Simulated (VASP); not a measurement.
C (a cell with a defect), 63 atoms in the cell. The cell holds a defect, 63 atoms: a = 7.140 Å, b = 7.140 Å, c = 7.140 Å, α = 90.00°, β = 90.00°, γ = 90.00°. 

- Program: VASP 6.6.1
- Task: single point
- Functional: PBE
- Potentials or basis: VASP PAW PBE potentials, release 64 (C)
- Cutoff: 520 eV
- k mesh: 2 × 2 × 2
- Occupations: gaussian, width 0.05 eV
- Spin: no spin polarisation
- Dipole correction: no
- Charge: -2
- Further INCAR settings: LREAL = Auto; ALGO = Normal; EDIFF = 1e-06; NBANDS = 163; NELECT = 254.0

Potentials or basis: VASP PAW PBE potentials, release 64 (C).

The run is started by

```console
$ cat potpaw_PBE.64/C/POTCAR > POTCAR
$ mpirun -np 1 vasp_std > vasp.out
```

Hardware: 1 thread of Intel(R) Xeon(R) Platinum 8259CL CPU @ 2.50GHz (Skylake/Cascade Lake), with other jobs on the host.

How long does it take, and how much memory?

It took 6.4 min on 1 thread of Intel(R) Xeon(R) Platinum 8259CL CPU @ 2.50GHz (Skylake/Cascade Lake), with other jobs on the host, peak memory 0.46 GiB. Counts: scf iterations 15, k points 4.
